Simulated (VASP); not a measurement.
# AgBr: relaxation of cell and atoms with PBEsol

Crystal: AgBr.

```
Ag Br
1.0
     0.00000    2.88605    2.88605
     2.88605    0.00000    2.88605
     2.88605    2.88605    0.00000
Ag Br
1 1
Direct
  0.50000 0.50000 0.50000
  0.00000 0.00000 0.00000
```

```
Program                : VASP 6.6.1
Task                   : relaxation of cell and atoms
Functional             : PBEsol
Potentials or basis    : VASP PAW PBE potentials, release 64 (Ag, Br)
Cutoff                 : 500 eV
k mesh                 : 10 × 10 × 10
Occupations            : gaussian, width 0.02 eV
Spin                   : no spin polarisation
Dipole correction      : no
Further INCAR settings : ALGO = Normal; EDIFF = 1e-07; IBRION = 2; EDIFFG = -0.005; NSW = 100; ISIF = 3
```

```json
{"Relaxed volume": "22.82 Å³/atom", "Relaxed cell": "a = 4.012 Å, b = 4.012 Å, c = 4.012 Å, α = 60.00°, β = 60.00°, γ = 60.00°", "Space group after relaxing (to 0.05 Å)": "Fm-3m (No. 225)", "Energy gained by relaxing": "9.5 meV/atom", "Ionic steps": "2", "Pressure after relaxing": "0.0 GPa", "Band gap on the k mesh": "0.50 eV, indirect (least direct gap 2.58 eV)"}
```

The path:
| step | energy change (eV) | largest force (eV/Å) | pressure (GPa) | volume (Å³) |
| --- | --- | --- | --- | --- |
| 1 | 0.0000 | 0.0000 | -2.37 | 48.08 |
| 2 | -0.0191 | 0.0000 | -0.02 | 45.65 |

Final structure:
```
Ag Br
1.0
     0.00000    2.83658    2.83658
     2.83658    0.00000    2.83658
     2.83658    2.83658    0.00000
Ag Br
1 1
Direct
  0.50000 0.50000 0.50000
  0.00000 0.00000 0.00000
```

Levels at points of the mesh, in eV from the valence-band top:
| k point | band 6 | band 7 | band 8 | band 9 | band 10 | band 11 | band 12 | band 13 |
| --- | --- | --- | --- | --- | --- | --- | --- | --- |
| (0.00, 0.00, 0.00) | -2.98 | -2.08 | -2.08 | -2.08 | 0.50 | 9.80 | 9.80 | 9.80 |
| (0.50, 0.00, 0.00) | -2.64 | -2.28 | 0.00 | 0.00 | 3.44 | 6.56 | 6.56 | 6.72 |
| (0.50, 0.50, 0.00) | -2.80 | -2.52 | -2.52 | -2.40 | 1.39 | 6.84 | 9.05 | 11.08 |

Wall time 41 s on 1 thread of Intel Xeon 6975P-C, with other jobs on the host, peak memory 0.19 GiB.

Caveat: the PAW data sets were made with another functional, which shifts forces and pressure a little. A k mesh can miss the band edges.
